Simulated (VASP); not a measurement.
# Se (P6_3/mmc) in VASP: a series of runs

Runs on Se. Level: LDA. Tasks: relaxation of cell and atoms.

All numbers are computed with VASP 6.6.1; they aren't measurements. Logs are shortened: lines on timing, memory, paths and dates and some standing lists are left out, and cuts for length are marked.

**1. The cell of the first run**

It takes space group P6_3/mmc (No. 194, hexagonal). Conventional cell: a = 2.615 Å, b = 2.615 Å, c = 3.837 Å, α = 90.00°, β = 90.00°, γ = 120.00°. Within 3.2 Å of Se (site symmetry -6m2) lie 12 Se at 2.44 to 2.62 Å.

This isn't the form of Se at room conditions, which is trigonal, of chains.

**2. Relaxation of cell and atoms, LDA, target pressure 140 GPa, at which the enthalpy is minimised**

The input, INCAR:

```
ALGO = Normal
EDIFF = 1E-7
EDIFFG = -0.005
ENCUT = 600
GGA = CA
IBRION = 2
ISIF = 3
ISMEAR = -1
LASPH = True
LCHARG = False
LREAL = False
LWAVE = False
NELM = 80
NSW = 32
PREC = Accurate
PSTRESS = 1400.0
SIGMA = 0.1
```

The input, KPOINTS:

```
k-points
0
Gamma
  17 17 9
```

The input, POSCAR:

```
Se
1.0
    2.6152944576      0.0000000000      0.0000000000
   -1.3076472288      2.2649114386      0.0000000000
    0.0000000000      0.0000000000      3.8374002745
Se
2
Direct
    0.3333333333      0.6666666667      0.2500000000
    0.6666666667      0.3333333333      0.7500000000
```

Potentials or basis: VASP PAW LDA potentials, release 64 (Se).

Command:

```console
$ cat potpaw_LDA.64/Se/POTCAR > POTCAR
$ mpirun -np 1 vasp_std > vasp.out
```

OUTCAR:

```text
EDIFF = 1E-7
   EDIFFG = -0.005
   ENCUT = 600
   GGA = CA
   IBRION = 2
   ISIF = 3
   ISMEAR = -1
   LASPH = True
   LREAL = False
   NELM = 80
   NSW = 32
   PREC = Accurate
   PSTRESS = 1400.0

 ion  position               nearest neighbor table
   1  0.333  0.667  0.250-   2 2.44   2 2.44   2 2.44   2 2.44   2 2.44   2 2.44
   2  0.667  0.333  0.750-   1 2.44   1 2.44   1 2.44   1 2.44   1 2.44   1 2.44

  LATTYP: Found a hexagonal cell.
 ALAT       =     2.6152944576
 C/A-ratio  =     1.4672918620

  Lattice vectors:

 A1 = (   2.6152944576,   0.0000000000,   0.0000000000)
 A2 = (  -1.3076472288,   2.2649114386,   0.0000000000)
 A3 = (   0.0000000000,   0.0000000000,   3.8374002745)

Analysis of symmetry for initial positions (statically):
=====================================================================
 Subroutine PRICEL returns:
 Original cell was already a primitive cell.

 Routine SETGRP: Setting up the symmetry group for a
 hexagonal supercell.

 Subroutine GETGRP returns: Found 24 space group operations
 (whereof 12 operations were pure point group operations)
 out of a pool of 24 trial point group operations.

The static configuration has the point symmetry D_3d.
 The point group associated with its full space group is D_6h.

Analysis of symmetry for dynamics (positions and initial velocities):
=====================================================================
 Subroutine PRICEL returns:
 Original cell was already a primitive cell.

 Routine SETGRP: Setting up the symmetry group for a
 hexagonal supercell.

 Subroutine GETGRP returns: Found 24 space group operations
 (whereof 12 operations were pure point group operations)
 out of a pool of 24 trial point group operations.

The dynamic configuration has the point symmetry D_3d.
 The point group associated with its full space group is D_6h.

 Subroutine INISYM returns: Found 24 space group operations
 (whereof 12 operations are pure point group operations),
 and found     1 'primitive' translations

----------------------------------------------------------------------------------------

                                     Primitive cell

  volume of cell :      22.7305

  direct lattice vectors                    reciprocal lattice vectors
     2.615294458  0.000000000  0.000000000     0.382366122  0.220759184  0.000000000
    -1.307647229  2.264911439  0.000000000     0.000000000  0.441518367  0.000000000
     0.000000000  0.000000000  3.837400275     0.000000000  0.000000000  0.260593091

  length of vectors
     2.615294458  2.615294458  3.837400275     0.441518367  0.441518367  0.260593091

  position of ions in fractional coordinates (direct lattice)
     0.333333333  0.666666667  0.250000000
     0.666666667  0.333333333  0.750000000

  ion indices of the primitive-cell ions
   primitive index   ion index
                 1           1
                 2           2

----------------------------------------------------------------------------------------

 KPOINTS: k-points

Automatic generation of k-mesh.
 Grid dimensions read from file:
 generate k-points for:   17   17    9

 Generating k-lattice:

  Cartesian coordinates                     Fractional coordinates (reciprocal lattice)
     0.022492125  0.012985834  0.000000000     0.058823529  0.000000000  0.000000000
     0.000000000  0.025971669  0.000000000     0.000000000  0.058823529  0.000000000
     0.000000000  0.000000000  0.028954788     0.000000000  0.000000000  0.111111111

  Length of vectors
     0.025971669  0.025971669  0.028954788

  Shift w.r.t. Gamma in fractional coordinates (k-lattice)
     0.000000000  0.000000000  0.000000000

 Subroutine IBZKPT returns following result:
 ===========================================

 Found    165 irreducible k-points:

 Following reciprocal coordinates:
            Coordinates               Weight
  0.000000  0.000000  0.000000      1.000000
  0.058824  0.000000  0.000000      6.000000
  0.117647  0.000000  0.000000      6.000000
  0.176471  0.000000  0.000000      6.000000
  0.235294  0.000000  0.000000      6.000000
  0.294118 -0.000000  0.000000      6.000000
[... 16 lines left out ...]
  0.411765  0.117647  0.000000     12.000000
  0.176471  0.176471  0.000000      6.000000
 [... further k-points ...]
   k-points           NKPTS =    165   k-points in BZ     NKDIM =    165   number of bands    NBANDS=     10
   number of dos      NEDOS =    301   number of ions     NIONS =      2
   total plane-waves  NPLWV =  18432
   dimension x,y,z NGX =    24 NGY =   24 NGZ =   32
   dimension x,y,z NGXF=    48 NGYF=   48 NGZF=   64
   ions per type =               2
   NGX,Y,Z   is equivalent  to a cutoff of  15.26, 15.26, 13.86 a.u.
   NGXF,Y,Z  is equivalent  to a cutoff of  30.51, 30.51, 27.73 a.u.
 SYSTEM =  unknown system
   PREC   = accura    normal or accurate (medium, high low for compatibility)
   ISTART =      0    job   : 0-new  1-cont  2-samecut
   ICHARG =      2    charge: 1-file 2-atom 10-const
   ISPIN  =      1    spin polarized calculation?
   LNONCOLLINEAR =      F non collinear calculations
   LSORBIT =      F    spin-orbit coupling
   LASPH  =      T    aspherical Exc in radial PAW
   ENCUT  =  600.0 eV  44.10 Ry    6.64 a.u.   5.22  5.22  7.66*2*pi/ulx,y,z
   NELM   =     80;   NELMIN=  2; NELMDL= -5     # of ELM steps
   EDIFF  = 0.1E-06   stopping-criterion for ELM
   LREAL  =      F    real-space projection
   EDIFFG = -.5E-02   stopping-criterion for IOM
   NSW    =     32    number of steps for IOM
   IBRION =      2    ionic relax: 0-MD 1-quasi-New 2-CG
   NFREE  =      1    steps in history (QN), initial steepest desc. (CG)
   ISIF   =      3    stress and relaxation
   ISYM   =      2    0-nonsym 1-usesym 2-fastsym
   POTIM  = 0.5000    time-step for ionic-motion
   TEBEG  =    0.0;   TEEND  =   0.0 temperature during run
   PSTRESS= 1400.0 pullay stress
   NELECT =      12.0000    total number of electrons
   NUPDOWN=      -1.0000    fix difference up-down
   EMIN   =  10.00;   EMAX   =-10.00  energy-range for DOS
   EFERMI =   0.00;   METHOD = LEGACY
   ISMEAR =    -1;   SIGMA  =   0.10  broadening in eV -4-tet -1-fermi 0-gaus
   EFERMI_NEDOS =   21; number of points for ismear=-14 and -15
   IALGO  =     38    algorithm
   IMIX   =      4    mixing-type and parameters
     AMIX     =   0.40;   BMIX     =  1.00
     AMIX_MAG =   1.60;   BMIX_MAG =  1.00
  volume/ion in A,a.u.               =      11.37        76.70
  Fermi-wavevector in a.u.,A,eV,Ry     =   1.323119  2.500333 23.818960  1.750644
  Thomas-Fermi vector in A             =   2.452750
   LORBIT       =      0    0 simple, 1 ext, 2 COOP (PROOUT), +10 PAW based schemes
   GGA     = CA    functional components
   LHFCALC =     F    Hartree Fock is set to
   AEXX    =    0.0000 exact exchange contribution
   IVDW    =     0    specifies the selected vdW correction
   LEPSILON=     F    determine dielectric tensor
   LRPA    =     F    only Hartree local field effects (RPA)
 conjugate gradient relaxation of ions
 non-spin polarized calculation
  energy-cutoff  :      600.00
  volume of cell :       22.73
 maximum number of plane-waves:       769
 NGX is ok and might be reduce to    24
   NGX = 11   NGY = 11   NGZ = 15

--------------------------------------- Ionic step        1  -------------------------------------------

 number of electron      12.0000000 magnetization

 Free energy of the ion-electron system (eV)
  ---------------------------------------------------
  ext. energy  EPLUGINS =         0.00000000
  ---------------------------------------------------
  free energy    TOTEN  =        -3.05371569 eV

  energy without entropy =       -3.03282346  energy(sigma->0) =       -3.04326957

------------------------ aborting loop because EDIFF is reached ----------------------------------------

  FORCE on cell =-STRESS in cart. coord.  units (eV):
  Direction    XX          YY          ZZ          XY          YZ          ZX
  --------------------------------------------------------------------------------------
  -------------------------------------------------------------------------------------
  Total       20.2045534     20.2045534     20.3014110      0.0000000     -0.0000000      0.0000000
  in kB     1424.1342025   1424.1342025   1430.9612887      0.0000000     -0.0000000      0.0000000
  external PRESSURE =      26.4098979 kB  Pullay stress =    1400.0000000 kB
[... 137 lines left out ...]
  enthalpy is  TOTEN    =        16.8075810067 eV   P V=       19.9512640640

--------------------------------------- Ionic step        5  -------------------------------------------

 number of electron      12.0000000 magnetization

 Free energy of the ion-electron system (eV)
  ---------------------------------------------------
  ext. energy  EPLUGINS =         0.00000000
  ---------------------------------------------------
  free energy    TOTEN  =        -3.14256570 eV

  energy without entropy =       -3.12146079  energy(sigma->0) =       -3.13201324

 E-fermi :  14.9163     XC(G=0): -13.4749

 val. band max:       14.8912681050   @ k =   0.4706   0.0588   0.3333
 cond. band min:      14.9580501680   @ k =   0.4706   0.0588   0.3333
 fundamental gap:      0.0667820630
 Fermi energy:        14.9163234470

 k-point     1 :       0.0000    0.0000    0.0000
  band No.  band energies     occupation
      1      -8.4844      2.00000
      2       0.9728      2.00000
      3       2.4028      2.00000
      4      16.8153      0.00000
      5      16.8153      0.00000
      6      20.1352      0.00000
      7      20.1352      0.00000
      8      23.4847      0.00000
      9      24.1562      0.00000
     10      26.5440      0.00000
[... 287 lines left out ...]
 k-point    24 :       0.1765    0.1765    0.0000
  band No.  band energies     occupation
      1      -5.8326      2.00000
      2       3.0502      2.00000
      3       5.0432      2.00000
      4       7.6803      2.00000
      5       9.2249      2.00000
      6      16.1915      0.00001
      7      16.8776      0.00000
      8      17.2858      0.00000
      9      22.1643      0.00000
     10      24.0889      0.00000

 [... further k-points ...]
[... 5 lines left out ...]
  --------------------------------------------------------------------------------------
  -------------------------------------------------------------------------------------
  Total       19.9566659     19.9566659     19.9481009      0.0000000     -0.0000000      0.0000000
  in kB     1400.4576143   1400.4576142   1399.8565640      0.0000000     -0.0000000      0.0000000
  external PRESSURE =       0.2572642 kB  Pullay stress =    1400.0000000 kB
[... 17 lines left out ...]
  FREE ENERGIE OF THE ION-ELECTRON SYSTEM (eV)
  ---------------------------------------------------
  free  energy   TOTEN  =        -3.1425656966 eV

  energy  without entropy=       -3.1214607893  energy(sigma->0) =       -3.13201324

  enthalpy is  TOTEN    =        16.8075791767 eV   P V=       19.9501448733

 reached required accuracy - stopping structural energy minimisation
```

Run time: 2.2 min. Hardware: 1 thread of Oxide Virtual Turin-like, shared host; peak memory 0.13 GiB.

What came out:

* Free energy: -3.1426 eV
* Relaxed volume: 11.42 Å³/atom
* Relaxed cell: a = 2.618 Å, b = 2.618 Å, c = 3.845 Å, α = 90.00°, β = 90.00°, γ = 120.00°
* Space group after relaxing (to 0.1 Å): P6_3/mmc (No. 194)
* Energy change on relaxing (the run minimises the enthalpy): -44.4 meV/atom
* Ionic steps: 5
* Pressure after relaxing: 140.0 GPa
* Band gap on the k mesh: zero (bands 6 and 7 overlap by 9.13 eV)

Step by step:
```tsv
step	energy change (eV)	largest force (eV/Å)	pressure (GPa)	volume (Å³)
1	0.0000	0.0000	142.64	22.73
2	-0.5232	0.0000	127.36	23.35
3	-0.0918	0.0000	139.96	22.83
4	-0.0900	0.0000	140.01	22.83
5	-0.0889	0.0000	140.03	22.83
```

Final structure:
```cif
data_structure
_symmetry_space_group_name_H-M 'P 1'
_symmetry_Int_Tables_number 1
_cell_length_a 2.6184
_cell_length_b 2.6184
_cell_length_c 3.8451
_cell_angle_alpha 90.000
_cell_angle_beta 90.000
_cell_angle_gamma 120.000
_cell_volume 22.83
loop_
_atom_site_label
_atom_site_type_symbol
_atom_site_fract_x
_atom_site_fract_y
_atom_site_fract_z
_atom_site_occupancy
Se1 Se 0.33333 0.66667 0.25000 1
Se2 Se 0.66667 0.33333 0.75000 1
```

Levels at points of the mesh, in eV from the Fermi level:
| k point | band 4 | band 5 | band 6 | band 7 | band 8 | band 9 |
| --- | --- | --- | --- | --- | --- | --- |
| (0.00, 0.00, 0.00) | 1.90 | 1.90 | 5.22 | 5.22 | 8.57 | 9.24 |

Caveat: the cell is relaxed towards a set pressure, so the run minimises the enthalpy, not the energy.

**3. Relaxation of cell and atoms, LDA, target pressure 140 GPa, at which the enthalpy is minimised**

This run uses another cell than the first one, of 11.42 Å³/atom.

The input, INCAR:

```
SYSTEM = Se
  ALGO = Normal
  EDIFF = 1E-7
  EDIFFG = -0.005
  ENCUT = 600
  GGA = CA
  IBRION = 2
  ISIF = 3
  ISMEAR = -1
  LASPH = .True.
  LCHARG = .False.
  LREAL = .False.
  LWAVE = .False.
  NELM = 80
  NSW = 60
  PREC = Accurate
  PSTRESS = 1400.0
  SIGMA = 0.1
```

The input, KPOINTS:

```
k-points
0
Gamma
  17 17 9
  0 0 0
```

The input, POSCAR:

```
Se
1.0
    2.5342370726      0.0000000000      0.0000000000
   -1.2671185363      2.1947136841      0.0000000000
    0.0000000000      0.0000000000      4.1054640577
Se
2
Direct
    0.3333333333      0.6666666667      0.2500000000
    0.6666666667      0.3333333333      0.7500000000
```

Potentials or basis: VASP PAW LDA potentials, release 64 (Se).

Command:

```console
$ cat potpaw_LDA.64/Se/POTCAR > POTCAR
$ mpirun -np 1 vasp_std > vasp.out
```

Wall time 5.8 min (1 thread of Oxide Virtual Turin-like, shared host); peak memory 0.14 GiB.

It converged, with:

```yaml
Free_energy: -3.1435 eV
Energy_change_on_relaxing_the_run_minimises_the_enthalpy: -36.0 meV/atom
Ionic_steps: 15
Pressure_after_relaxing: 140.0 GPa
Band_gap_on_the_k_mesh: zero (bands 6 and 7 overlap by 9.13 eV)
```

The path:
| step | energy change (eV) | largest force (eV/Å) | pressure (GPa) | volume (Å³) |
| --- | --- | --- | --- | --- |
| 1 | 0.0000 | 0.0000 | 137.80 | 22.83 |
| 2 | 0.4414 | 0.0000 | 153.90 | 22.28 |
| 3 | 0.2885 | 0.0000 | 148.69 | 22.45 |
| 4 | -0.7378 | 0.0000 | 120.88 | 23.65 |
| 5 | -0.1355 | 0.0000 | 137.16 | 22.92 |
| 6 | -0.1022 | 0.0000 | 138.08 | 22.88 |
| 7 | -0.0910 | 0.0000 | 138.38 | 22.87 |
| 8 | -0.0790 | 0.0000 | 139.22 | 22.84 |
| 9 | -0.0550 | 0.0000 | 140.78 | 22.81 |
| 10 | -0.0670 | 0.0000 | 140.08 | 22.83 |
| 11 | -0.0652 | 0.0000 | 140.19 | 22.82 |
| 12 | -0.0934 | 0.0000 | 139.44 | 22.86 |
| 13 | -0.0701 | 0.0000 | 140.06 | 22.83 |
| 14 | -0.0746 | 0.0000 | 139.91 | 22.84 |
| 15 | -0.0719 | 0.0000 | 140.00 | 22.83 |

Final structure:
```
Se
1.0
     2.61859    0.00000    0.00000
    -1.30929    2.26776    0.00000
     0.00000    0.00000    3.84490
Se
2
Cartesian
  0.0000 1.5118 0.9612
  1.3093 0.7559 2.8837
```

Levels at points of the mesh, in eV from the Fermi level:
| k point | band 2 | band 3 | band 4 | band 5 | band 6 | band 7 | band 8 | band 9 | band 10 |
| --- | --- | --- | --- | --- | --- | --- | --- | --- | --- |
| (0.00, 0.00, 0.00) | -13.94 | -12.51 | 1.90 | 1.90 | 5.22 | 5.22 | 8.57 | 9.24 | 11.63 |

Caveat: the cell is relaxed towards a set pressure, so the run minimises the enthalpy, not the energy.

The gap in the log of VASP goes by the Fermi energy; the results here count the filled bands.